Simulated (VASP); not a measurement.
Wanted: the native input for a VASP 6.6.1 run.

| Property | Result |
| --- | --- |
| Task | relaxation of cell and atoms |
| Functional | revPBE |
| Potentials or basis | VASP PAW PBE potentials, release 64 (Au) |
| Cutoff | 600 eV |
| k mesh | 10 × 10 × 10 |
| Occupations | fermi-dirac, width 0.05 eV |
| Spin | no spin polarisation |
| Dipole correction | no |
| Further INCAR settings | ALGO = Normal; EDIFF = 1e-06; IBRION = 2; EDIFFG = -0.01; NSW = 60; ISIF = 3 |

The structure of Au lies in POSCAR:

```
Au
1.0
    2.7484100000      0.0000000000      0.0000000000
    0.0000000000      2.7484100000      0.0000000000
    0.0000000000      0.0000000000      2.7484100000
Au
1
Direct
    0.5000000000      0.5000000000      0.5000000000
```

One way to write it, as run:

INCAR

```
SYSTEM = Au
ALGO     = Normal         ! electronic algorithm
EDIFF    = 1E-6           ! SCF threshold, eV
EDIFFG   = -0.01          ! ionic threshold
ENCUT    = 600            ! plane-wave cutoff, eV
GGA      = RE             ! functional
IBRION   = 2              ! ionic algorithm
ISIF     = 3              ! what is computed and relaxed
ISMEAR   = -1             ! smearing method
LASPH    = .TRUE.         ! aspherical terms in the spheres
LCHARG   = .FALSE.        ! write CHGCAR
LREAL    = .FALSE.        ! projectors in reciprocal space
LWAVE    = .FALSE.        ! write WAVECAR
NELM     = 80             ! most SCF steps
NSW      = 60             ! ionic steps
PREC     = Accurate       ! precision mode
SIGMA    = 0.05           ! smearing width, eV
```

KPOINTS

```
k-points
0
G
  10 10 10
  0 0 0
```

Potentials or basis: VASP PAW PBE potentials, release 64 (Au).

Launch:

```bash
$ cat potpaw_PBE.64/Au/POTCAR > POTCAR
$ mpirun -np 1 vasp_std > vasp.out
```

It gave:

The relaxed volume is 21.28 Å³/atom. The relaxed cell is a = 2.771 Å, b = 2.771 Å, c = 2.771 Å, α = 90.00°, β = 90.00°, γ = 90.00°. The space group after relaxing (to 0.05 Å) is Pm-3m (No. 221). The energy gained by relaxing is 4.0 meV/atom, the ionic steps are 3 and the pressure after relaxing is 0.0 GPa.

Caveat: the PAW data sets were made with another functional, which shifts forces and pressure a little.

It took 16 s on 1 thread of Intel Xeon 6975P-C (shared host), peak memory 0.16 GiB.
